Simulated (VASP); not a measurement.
Here is a VASP 6.6.1 calculation.

Contents of INCAR:

```
SYSTEM = H4CO
PREC = Accurate
ENCUT = 520
EDIFF = 1E-6
ISMEAR = -1
SIGMA = 0.05
LREAL = Auto
LASPH = .TRUE.
NELM = 120
ALGO = Normal
ISIF = 2
LWAVE = .FALSE.
LCHARG = .TRUE.
GGA = PE
IVDW = 12
LELF = .TRUE.
LVHAR = .TRUE.
NBANDS = 66
GGA_COMPAT = .FALSE.
```

Contents of KPOINTS:

```
Automatic mesh
0
G
  1 1 1
  0 0 0
```

POSCAR

```
H4CO
1.0
    7.1256230000      0.0000000000      0.0000000000
    0.0000000000      7.1256230000      0.0000000000
    0.0000000000      0.0000000000      7.1256230000
C O H
6 6 24
Direct
    0.9053664501      0.1736830590      0.2628682432
    0.3416683706     -0.1208034722      0.3147935275
    0.5942217263      0.7310097657      0.6846559241
    0.0723585853      0.4932621330      0.5925797646
   -0.0364599699      0.9703853263      0.8195914940
    0.1783142330      0.4388949570      0.0534128735
    0.8046313985     -0.0058661537      0.2845645918
    0.4280467827      0.0374002385      0.2312639891
    0.6350041253      0.5391528572      0.6045646816
    0.2350390976      0.4243558774      0.5182985404
   -0.0001964740      1.1173198470      0.7031946540
    0.2663486407      0.3013911906     -0.0606824133
    0.8626333445      0.2365266869      0.4056768089
    0.8131359181     -0.0868695972      0.1776546416
    1.0496626049      0.1424577191      0.2630226157
    0.8436595649      0.2607210626      0.1538532140
    0.2696746656     -0.1147268106      0.4475819167
    0.5621683886      0.0136409125      0.2424209083
    0.2364845853     -0.1722937068      0.2232506547
    0.4524516663     -0.2362179419      0.3361109618
    0.6710851809      0.7408334682      0.8209668123
    0.7795107880      0.5373284554      0.6237910706
    0.6437191527      0.8447963076      0.5889449947
    0.4404527155      0.7328482015      0.7039524825
    0.0027225690      0.3821560585      0.6811053574
    0.3609087935      0.4469363591      0.5894642475
    0.1031769433      0.6185143390      0.6743129688
    0.0059363230      0.5469135822      0.4760846876
    0.0070590319      0.8430280412      0.7550638028
    0.1280730120      1.1684030996      0.7388967954
    0.0491044783      0.9863698936      0.9440297361
   -0.1809806665      0.9629614140      0.8432245152
    0.0313376108      0.4375477064      0.0170792084
    0.3287572188      0.2283870477      0.0306639855
    0.2004035296      0.4001755355      0.1962775746
    0.2496623804      0.5710097208      0.0090658740
```

Potentials or basis: VASP PAW PBE potentials, release 64 (C, O, H).

Run with:

```sh
$ cat potpaw_PBE.64/C/POTCAR potpaw_PBE.64/O/POTCAR potpaw_PBE.64/H/POTCAR > POTCAR
$ mpirun -np 1 vasp_gam > vasp.out
```

(1) Predict the dispersion energy per atom.

(2) Predict the largest force.

(3) What does it give for the band gap on the k mesh?

(4) Estimate the pressure.

Results:

(1) -0.039 eV.

(2) 4.519 eV/Å.

(3) 4.51 eV.

(4) 2.2 GPa.

Caveat: the k points lie up to 0.88 Å⁻¹ apart; the atoms stand as in a frame of molecular dynamics.
